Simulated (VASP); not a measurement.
# ZnS (sol) (P6_3mc) in VASP: further runs

Runs on ZnS (sol). Level: PBEsol. Tasks: relaxation of the atoms.

Everything below comes from runs of VASP 6.6.1. Logs are shortened: lines on timing, memory, paths and dates and some standing lists are left out, and cuts for length are marked.

## 1. The cell of the first run

Symmetry: P6_3mc, No. 186, hexagonal system. The conventional cell has a = 3.820 Å, b = 3.820 Å, c = 6.171 Å, α = 90.00°, β = 90.00°, γ = 120.00°. Zn (site symmetry 3m) has 4 S at 2.31 to 2.34 Å within 3.1 Å. S (site symmetry 3m) has 4 Zn at 2.31 to 2.34 Å within 3.1 Å.

## 2. Relaxation of the atoms, PBEsol (strained cell)

Input file INCAR:

```
PREC = Accurate ; ENCUT = 450
EDIFF = 1E-7 ; ISMEAR = 0
SIGMA = 0.02 ; LREAL = F
LASPH = T ; NELM = 120
ALGO = Normal ; ISIF = 2
LWAVE = F ; LCHARG = F
GGA = PS ; IBRION = 2
NSW = 60 ; EDIFFG = -0.002
GGA_COMPAT = F ; NELMIN = 4
```

Input file KPOINTS:

```
Automatic mesh
0
Gamma
  9 9 4
```

Input file POSCAR:

```
ZnS
1.0
    3.8201030956      0.0000000000      0.0000000000
   -1.9100515478      3.3083063258      0.0000000000
    0.0000000000      0.0000000000      6.1707213136
Zn S
2 2
Direct
    0.3333333333      0.6666666667      0.0004339369
    0.6666666667      0.3333333333      0.5004339369
    0.3333333333      0.6666666667      0.3745660631
    0.6666666667      0.3333333333      0.8745660631
```

Potentials or basis: VASP PAW PBE potentials, release 64 (Zn, S).

Command:

```
$ cat potpaw_PBE.64/Zn/POTCAR potpaw_PBE.64/S/POTCAR > POTCAR
$ mpirun -np 1 vasp_std > vasp.out
```

OUTCAR:

```text
PREC = Accurate
   ENCUT = 450
   EDIFF = 1E-7
   ISMEAR = 0
   LREAL = F
   LASPH = T
   NELM = 120
   ISIF = 2
   GGA = PS
   IBRION = 2
   NSW = 60
   EDIFFG = -0.002
   NELMIN = 4

 ion  position               nearest neighbor table
   1  0.333  0.667  0.000-   3 2.31   4 2.34   4 2.34   4 2.34
   2  0.667  0.333  0.500-   4 2.31   3 2.34   3 2.34   3 2.34
   3  0.333  0.667  0.375-   1 2.31   2 2.34   2 2.34   2 2.34
   4  0.667  0.333  0.875-   2 2.31   1 2.34   1 2.34   1 2.34

  LATTYP: Found a hexagonal cell.
 ALAT       =     3.8201030956
 C/A-ratio  =     1.6153284765

  Lattice vectors:

 A1 = (   3.8201030956,   0.0000000000,   0.0000000000)
 A2 = (  -1.9100515478,   3.3083063258,   0.0000000000)
 A3 = (   0.0000000000,   0.0000000000,   6.1707213136)

Analysis of symmetry for initial positions (statically):
=====================================================================
 Subroutine PRICEL returns:
 Original cell was already a primitive cell.

 Routine SETGRP: Setting up the symmetry group for a
 hexagonal supercell.

 Subroutine GETGRP returns: Found 12 space group operations
 (whereof  6 operations were pure point group operations)
 out of a pool of 24 trial point group operations.

The static configuration has the point symmetry C_3v.
 The point group associated with its full space group is C_6v.

Analysis of symmetry for dynamics (positions and initial velocities):
=====================================================================
 Subroutine PRICEL returns:
 Original cell was already a primitive cell.

 Routine SETGRP: Setting up the symmetry group for a
 hexagonal supercell.

 Subroutine GETGRP returns: Found 12 space group operations
 (whereof  6 operations were pure point group operations)
 out of a pool of 24 trial point group operations.

The dynamic configuration has the point symmetry C_3v.
 The point group associated with its full space group is C_6v.

 Subroutine INISYM returns: Found 12 space group operations
 (whereof  6 operations are pure point group operations),
 and found     1 'primitive' translations

----------------------------------------------------------------------------------------

                                     Primitive cell

  volume of cell :      77.9860

  direct lattice vectors                    reciprocal lattice vectors
     3.820103096  0.000000000  0.000000000     0.261773040  0.151134735  0.000000000
    -1.910051548  3.308306326  0.000000000     0.000000000  0.302269470  0.000000000
     0.000000000  0.000000000  6.170721314     0.000000000  0.000000000  0.162055609

  length of vectors
     3.820103096  3.820103096  6.170721314     0.302269470  0.302269470  0.162055609

  position of ions in fractional coordinates (direct lattice)
     0.333333333  0.666666667  0.000433937
     0.666666667  0.333333333  0.500433937
     0.333333333  0.666666667  0.374566063
     0.666666667  0.333333333  0.874566063

  ion indices of the primitive-cell ions
   primitive index   ion index
                 1           1
                 2           2
                 3           3
                 4           4

----------------------------------------------------------------------------------------

 KPOINTS: Automatic mesh

Automatic generation of k-mesh.
 Grid dimensions read from file:
 generate k-points for:    9    9    4

 Generating k-lattice:

  Cartesian coordinates                     Fractional coordinates (reciprocal lattice)
     0.029085893  0.016792748  0.000000000     0.111111111  0.000000000  0.000000000
     0.000000000  0.033585497  0.000000000     0.000000000  0.111111111  0.000000000
     0.000000000  0.000000000  0.040513902     0.000000000  0.000000000  0.250000000

  Length of vectors
     0.033585497  0.033585497  0.040513902

  Shift w.r.t. Gamma in fractional coordinates (k-lattice)
     0.000000000  0.000000000  0.000000000

 Subroutine IBZKPT returns following result:
 ===========================================

 Found     36 irreducible k-points:

 Following reciprocal coordinates:
            Coordinates               Weight
  0.000000  0.000000  0.000000      1.000000
  0.111111  0.000000  0.000000      6.000000
  0.222222  0.000000  0.000000      6.000000
  0.333333  0.000000  0.000000      6.000000
  0.444444  0.000000  0.000000      6.000000
  0.111111  0.111111  0.000000      6.000000
[... 16 lines left out ...]
  0.333333  0.222222  0.250000     24.000000
  0.333333  0.333333  0.250000      4.000000
 [... further k-points ...]
   k-points           NKPTS =     36   k-points in BZ     NKDIM =     36   number of bands    NBANDS=     22
   number of dos      NEDOS =    301   number of ions     NIONS =      4
   total plane-waves  NPLWV =  37632
   dimension x,y,z NGX =    28 NGY =   28 NGZ =   48
   dimension x,y,z NGXF=    56 NGYF=   56 NGZF=   96
   ions per type =               2   2
   NGX,Y,Z   is equivalent  to a cutoff of  12.19, 12.19, 12.93 a.u.
   NGXF,Y,Z  is equivalent  to a cutoff of  24.37, 24.37, 25.86 a.u.
 SYSTEM =  unknown system
   PREC   = accura    normal or accurate (medium, high low for compatibility)
   ISTART =      0    job   : 0-new  1-cont  2-samecut
   ICHARG =      2    charge: 1-file 2-atom 10-const
   ISPIN  =      1    spin polarized calculation?
   LNONCOLLINEAR =      F non collinear calculations
   LSORBIT =      F    spin-orbit coupling
   LASPH  =      T    aspherical Exc in radial PAW
   ENCUT  =  450.0 eV  33.07 Ry    5.75 a.u.   6.61  6.61 10.67*2*pi/ulx,y,z
   NELM   =    120;   NELMIN=  4; NELMDL= -5     # of ELM steps
   EDIFF  = 0.1E-06   stopping-criterion for ELM
   LREAL  =      F    real-space projection
   EDIFFG = -.2E-02   stopping-criterion for IOM
   NSW    =     60    number of steps for IOM
   IBRION =      2    ionic relax: 0-MD 1-quasi-New 2-CG
   NFREE  =      1    steps in history (QN), initial steepest desc. (CG)
   ISIF   =      2    stress and relaxation
   ISYM   =      2    0-nonsym 1-usesym 2-fastsym
   POTIM  = 0.5000    time-step for ionic-motion
   TEBEG  =    0.0;   TEEND  =   0.0 temperature during run
   PSTRESS=    0.0 pullay stress
   NELECT =      36.0000    total number of electrons
   NUPDOWN=      -1.0000    fix difference up-down
   EMIN   =  10.00;   EMAX   =-10.00  energy-range for DOS
   EFERMI =   0.00;   METHOD = LEGACY
   ISMEAR =     0;   SIGMA  =   0.02  broadening in eV -4-tet -1-fermi 0-gaus
   EFERMI_NEDOS =   21; number of points for ismear=-14 and -15
   IALGO  =     38    algorithm
   IMIX   =      4    mixing-type and parameters
     AMIX     =   0.40;   BMIX     =  1.00
     AMIX_MAG =   1.60;   BMIX_MAG =  1.00
  volume/ion in A,a.u.               =      19.50       131.57
  Fermi-wavevector in a.u.,A,eV,Ry     =   1.265232  2.390941 21.780362  1.600811
  Thomas-Fermi vector in A             =   2.398496
   LORBIT       =      0    0 simple, 1 ext, 2 COOP (PROOUT), +10 PAW based schemes
   GGA     = PS    functional components
   LHFCALC =     F    Hartree Fock is set to
   AEXX    =    0.0000 exact exchange contribution
   IVDW    =     0    specifies the selected vdW correction
   LEPSILON=     F    determine dielectric tensor
   LRPA    =     F    only Hartree local field effects (RPA)
 conjugate gradient relaxation of ions
 non-spin polarized calculation
 Gauss-broadening in eV      SIGMA  =   0.02
  energy-cutoff  :      450.00
  volume of cell :       77.99
 maximum number of plane-waves:      1737
 NGX is ok and might be reduce to    28
   NGX = 13   NGY = 13   NGZ = 21

--------------------------------------- Ionic step        1  -------------------------------------------

 number of electron      35.9999974 magnetization

 Free energy of the ion-electron system (eV)
  ---------------------------------------------------
  ext. energy  EPLUGINS =         0.00000000
  ---------------------------------------------------
  free energy    TOTEN  =       -15.15749537 eV

  energy without entropy =      -15.15749537  energy(sigma->0) =      -15.15749537

------------------------ aborting loop because EDIFF is reached ----------------------------------------

  FORCE on cell =-STRESS in cart. coord.  units (eV):
  Direction    XX          YY          ZZ          XY          YZ          ZX
  --------------------------------------------------------------------------------------
  -------------------------------------------------------------------------------------
  Total       -0.8278878     -0.8278878      0.3085488      0.0000000     -0.0000000      0.0000000
  in kB      -17.0084741    -17.0084740      6.3389550      0.0000000     -0.0000000      0.0000000
  external PRESSURE =      -9.2259977 kB  Pullay stress =       0.0000000 kB
[... 61 lines left out ...]
  energy  without entropy=      -15.1592644301  energy(sigma->0) =      -15.15926443

--------------------------------------- Ionic step        3  -------------------------------------------

 number of electron      35.9999977 magnetization

 Free energy of the ion-electron system (eV)
  ---------------------------------------------------
  ext. energy  EPLUGINS =         0.00000000
  ---------------------------------------------------
  free energy    TOTEN  =       -15.15962046 eV

  energy without entropy =      -15.15962046  energy(sigma->0) =      -15.15962046

 E-fermi :   2.2041     XC(G=0):  -9.8962

 val. band max:        2.1181104410   @ k =   0.0000   0.0000   0.0000
 cond. band min:       4.2579162933   @ k =   0.0000   0.0000   0.0000
 fundamental gap:      2.1398058522
 Fermi energy:         2.2040562506

 k-point     1 :       0.0000    0.0000    0.0000
  band No.  band energies     occupation
      1     -11.1224      2.00000
      2     -10.1211      2.00000
      3      -4.2735      2.00000
      4      -4.2698      2.00000
      5      -4.2698      2.00000
      6      -4.1877      2.00000
[... 574 lines left out ...]
      6      -3.9737      2.00000
[... 14 lines left out ...]
     21       7.3567      0.00000
     22       9.4939      0.00000

 [... further k-points ...]
[... 5 lines left out ...]
  --------------------------------------------------------------------------------------
  -------------------------------------------------------------------------------------
  Total       -0.7035536     -0.7035536      0.0336458      0.0000000      0.0000000      0.0000000
  in kB      -14.4541001    -14.4541001      0.6912329      0.0000000      0.0000000      0.0000000
  external PRESSURE =      -9.4056558 kB  Pullay stress =       0.0000000 kB
[... 19 lines left out ...]
  FREE ENERGIE OF THE ION-ELECTRON SYSTEM (eV)
  ---------------------------------------------------
  free  energy   TOTEN  =       -15.1596204567 eV

  energy  without entropy=      -15.1596204567  energy(sigma->0) =      -15.15962046

 reached required accuracy - stopping structural energy minimisation
```

Wall time 1.9 min (1 thread of Intel Xeon 6975P-C, shared host); peak memory 0.21 GiB.

What came out:

```
Free energy               : -15.1596 eV
Energy gained by relaxing : 0.5 meV/atom
Ionic steps               : 3
Pressure after relaxing   : -0.9 GPa
Band gap on the k mesh    : 2.14 eV, direct
```

Stress tensor (GPa, compression positive):
```
-1.45  0.00  0.00
 0.00 -1.45  0.00
 0.00  0.00  0.07
```

Step by step:
| step | energy change (eV) | largest force (eV/Å) | pressure (GPa) |
| --- | --- | --- | --- |
| 1 | 0.0000 | 0.1145 | -0.92 |
| 2 | -0.0018 | 0.0461 | -0.93 |
| 3 | -0.0021 | 0.0002 | -0.94 |

Final structure:
```
Zn S
1.0
     3.82010    0.00000    0.00000
    -1.91005    3.30831    0.00000
     0.00000    0.00000    6.17072
Zn S
2 2
Cartesian
  0.0000 2.2055 6.1640
  1.9101 1.1028 3.0786
  0.0000 2.2055 2.3207
  1.9101 1.1028 5.4061
```

Levels at points of the mesh, in eV from the valence-band top:
```
           k point  band 16  band 17  band 18  band 19  band 20  band 21
(0.00, 0.00, 0.00)    -0.01     0.00     0.00     2.14     2.88     6.16
(0.00, 0.00, 0.50)    -0.50    -0.50    -0.50     3.42     3.42     6.62
```

Caveat: the cell differs from its parent crystal (strained cell); the PAW data sets were made with another functional, which shifts forces and pressure a little.

## 3. Relaxation of the atoms, PBEsol (strained cell)

Input file INCAR:

```
PREC = Accurate ; ENCUT = 450
EDIFF = 1E-7 ; ISMEAR = 0
SIGMA = 0.02 ; LREAL = False
LASPH = True ; NELM = 120
ALGO = Normal ; ISIF = 2
LWAVE = False ; LCHARG = False
GGA = PS ; IBRION = 2
NSW = 60 ; EDIFFG = -0.002
GGA_COMPAT = False ; NELMIN = 4
```

Input file KPOINTS:

```
regular mesh
0
Gamma
  9 9 4
```

Input file POSCAR:

```
ZnS
1.0
    3.8201030956      0.0000000000      0.0000000000
   -1.9100515478      3.3083063258      0.0000000000
    0.0000000000      0.0000000000      6.1700883238
Zn S
2 2
Direct
    0.3333333333      0.6666666667     -0.0010876108
    0.6666666667      0.3333333333      0.4989123892
    0.3333333333      0.6666666667      0.3760876108
    0.6666666667      0.3333333333      0.8760876108
```

Potentials or basis: VASP PAW PBE potentials, release 64 (Zn, S).

Command:

```
$ cat potpaw_PBE.64/Zn/POTCAR potpaw_PBE.64/S/POTCAR > POTCAR
$ mpirun -np 1 vasp_std > vasp.out
```

OUTCAR:

```text
PREC = Accurate
   ENCUT = 450
   EDIFF = 1E-7
   ISMEAR = 0
   LREAL = False
   LASPH = True
   NELM = 120
   ISIF = 2
   GGA = PS
   IBRION = 2
   NSW = 60
   EDIFFG = -0.002
   NELMIN = 4

 ion  position               nearest neighbor table
   1  0.333  0.667  0.999-   3 2.33   4 2.33   4 2.33   4 2.33
   2  0.667  0.333  0.499-   4 2.33   3 2.33   3 2.33   3 2.33
   3  0.333  0.667  0.376-   1 2.33   2 2.33   2 2.33   2 2.33
   4  0.667  0.333  0.876-   2 2.33   1 2.33   1 2.33   1 2.33

  LATTYP: Found a hexagonal cell.
 ALAT       =     3.8201030956
 C/A-ratio  =     1.6151627769

  Lattice vectors:

 A1 = (   3.8201030956,   0.0000000000,   0.0000000000)
 A2 = (  -1.9100515478,   3.3083063258,   0.0000000000)
 A3 = (   0.0000000000,   0.0000000000,   6.1700883238)

Analysis of symmetry for initial positions (statically):
=====================================================================
 Subroutine PRICEL returns:
 Original cell was already a primitive cell.

 Routine SETGRP: Setting up the symmetry group for a
 hexagonal supercell.

[... 169 lines left out ...]
  ---------------------------------------------------
  free energy    TOTEN  =       -15.15960906 eV

  energy without entropy =      -15.15960906  energy(sigma->0) =      -15.15960906

 E-fermi :   2.2046     XC(G=0):  -9.8967

 val. band max:        2.1190288115   @ k =   0.0000   0.0000   0.0000
 cond. band min:       4.2594160734   @ k =   0.0000   0.0000   0.0000
 fundamental gap:      2.1403872619
 Fermi energy:         2.2046245031

 k-point     1 :       0.0000    0.0000    0.0000
  band No.  band energies     occupation
      1     -11.1222      2.00000
      2     -10.1203      2.00000
      3      -4.2729      2.00000
      4      -4.2692      2.00000
      5      -4.2692      2.00000
      6      -4.1870      2.00000
[... 589 lines left out ...]
     21       7.3584      0.00000
     22       9.5209      0.00000

 [... further k-points ...]
[... 5 lines left out ...]
  --------------------------------------------------------------------------------------
  -------------------------------------------------------------------------------------
  Total       -0.7091787     -0.7091787      0.0378893      0.0000000      0.0000000      0.0000000
  in kB      -14.5711580    -14.5711580      0.7784940      0.0000000      0.0000000      0.0000000
  external PRESSURE =      -9.4546073 kB  Pullay stress =       0.0000000 kB

 VOLUME and BASIS-vectors are now :
 -----------------------------------------------------------------------------
  energy-cutoff  :      450.00
  volume of cell :       77.98
      direct lattice vectors                 reciprocal lattice vectors
     3.820103096  0.000000000  0.000000000     0.261773040  0.151134735  0.000000000
    -1.910051548  3.308306326  0.000000000     0.000000000  0.302269470  0.000000000
     0.000000000  0.000000000  6.170088324     0.000000000  0.000000000  0.162072234

 POSITION                                       TOTAL-FORCE (eV/Angst)
 -----------------------------------------------------------------------------------
     -0.00000      2.20554      6.16338         0.000000     -0.000000     -0.000965
      1.91005      1.10277      3.07833        -0.000000      0.000000     -0.000965
     -0.00000      2.20554      2.32049        -0.000000      0.000000      0.000965
      1.91005      1.10277      5.40554        -0.000000      0.000000      0.000965
 -----------------------------------------------------------------------------------
    total drift:                                0.000000      0.000000     -0.001295

  FREE ENERGIE OF THE ION-ELECTRON SYSTEM (eV)
  ---------------------------------------------------
  free  energy   TOTEN  =       -15.1596090615 eV

  energy  without entropy=      -15.1596090615  energy(sigma->0) =      -15.15960906

 reached required accuracy - stopping structural energy minimisation
```

OSZICAR:

```text
N       E                     dE             d eps       ncg     rms          rms(c)
DAV:   1     0.223883959427E+03    0.22388E+03   -0.16249E+04  1584   0.180E+03
DAV:   2     0.502722167407E+01   -0.21886E+03   -0.21349E+03  1644   0.358E+02
DAV:   3    -0.155101086587E+02   -0.20537E+02   -0.20454E+02  1914   0.113E+02
DAV:   4    -0.159637829758E+02   -0.45367E+00   -0.45318E+00  1878   0.177E+01
DAV:   5    -0.159724568020E+02   -0.86738E-02   -0.86729E-02  1946   0.239E+00    0.967E+00
DAV:   6    -0.151460278544E+02    0.82643E+00   -0.21941E+00  2228   0.473E+01    0.750E+00
DAV:   7    -0.151792473864E+02   -0.33220E-01   -0.19023E+00  1662   0.817E+00    0.324E+00
DAV:   8    -0.151597717481E+02    0.19476E-01   -0.96515E-02  2232   0.449E+00    0.105E+00
DAV:   9    -0.151593427139E+02    0.42903E-03   -0.21310E-02  2200   0.266E+00    0.248E-01
DAV:  10    -0.151594761244E+02   -0.13341E-03   -0.12497E-03  1802   0.392E-01    0.175E-01
DAV:  11    -0.151596063345E+02   -0.13021E-03   -0.21676E-04  1870   0.209E-01    0.683E-02
DAV:  12    -0.151596073529E+02   -0.10185E-05   -0.54359E-05  1914   0.125E-01    0.192E-02
DAV:  13    -0.151596084047E+02   -0.10518E-05   -0.55105E-06  1878   0.170E-02    0.921E-03
DAV:  14    -0.151596091315E+02   -0.72678E-06   -0.11208E-06  1790   0.149E-02    0.399E-03
DAV:  15    -0.151596090615E+02    0.70041E-07   -0.15632E-07  1400   0.717E-03
   1 F= -.15159609E+02 E0= -.15159609E+02  d E =-.151596E+02
```

It took 59 s on 1 thread of Intel Xeon 6975P-C, shared host; peak memory 0.2 GiB.

Results:

- Free energy: -15.1596 eV
- Pressure after relaxing: -0.9 GPa
- Band gap on the k mesh: 2.14 eV, direct

Final structure:
```
Zn S
1.0
     3.82010    0.00000    0.00000
    -1.91005    3.30831    0.00000
     0.00000    0.00000    6.17009
Zn S
2 2
Direct
  0.33333 0.66667 0.99891
  0.66667 0.33333 0.49891
  0.33333 0.66667 0.37609
  0.66667 0.33333 0.87609
```

Levels at points of the mesh, in eV from the valence-band top:
```
           k point  band 16  band 17  band 18  band 19  band 20  band 21
(0.00, 0.00, 0.00)    -0.01     0.00     0.00     2.14     2.88     6.16
(0.00, 0.00, 0.50)    -0.50    -0.50    -0.50     3.42     3.42     6.62
```

Caveat: the cell differs from its parent crystal (strained cell); the relaxation stopped at its first step, so nothing moved; the PAW data sets were made with another functional, which shifts forces and pressure a little.
